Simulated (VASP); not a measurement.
## TiAl: single point with LDA

The system is TiAl.

```xyz
2
Lattice="2.6293 0.0000 0.0000 0.0000 2.6293 0.0000 0.0000 0.0000 3.8812" Properties=species:S:1:pos:R:3 pbc="T T T"
Ti    0.0000    0.0000    0.0000
Al    1.3147    1.3147    1.9406
```

```
Program             : VASP 6.6.1
Task                : single point
Functional          : LDA
Potentials or basis : VASP PAW LDA potentials, release 64 (Ti_sv, Al)
Cutoff              : 520 eV
k mesh              : 16 × 16 × 16
Occupations         : gaussian, width 0.15 eV
Spin                : no spin polarisation
```

```
Pressure               : 21.7 GPa
Band gap on the k mesh : zero (an odd number of electrons rules out a gap without spin polarisation)
```

Stress tensor (GPa, compression positive):
```
22.26  0.00  0.00
 0.00 22.26  0.00
 0.00  0.00 20.52
```

Levels at points of the mesh, in eV from the Fermi level:
```tsv
k point	band 4	band 5	band 6	band 7	band 8	band 9	band 10	band 11	band 12	band 13
(0.00, 0.00, 0.00)	-31.67	-9.87	-2.32	-1.15	-0.27	2.71	2.71	4.17	7.39	10.10
(0.50, 0.00, 0.00)	-31.58	-5.04	-4.46	-2.22	-0.36	2.10	3.21	5.64	5.96	5.99
(0.50, 0.50, 0.00)	-32.10	-3.75	-0.60	-0.47	-0.47	-0.16	-0.16	5.48	6.75	6.87
(0.00, 0.00, 0.50)	-31.67	-8.18	-5.60	-0.96	0.51	2.33	2.33	4.19	8.47	9.78
(0.50, 0.00, 0.50)	-31.58	-5.43	-3.22	-1.24	-0.74	1.50	2.14	2.93	4.76	7.27
(0.50, 0.50, 0.50)	-32.12	-3.20	-2.65	-2.65	2.61	2.83	2.97	5.23	5.23	6.00
```

Run time: 3.9 min on 1 thread of Intel(R) Xeon(R) Platinum 8259CL CPU @ 2.50GHz (Skylake/Cascade Lake), with other jobs on the host, peak memory 0.26 GiB.

Caveat: the cell stands under pressure.
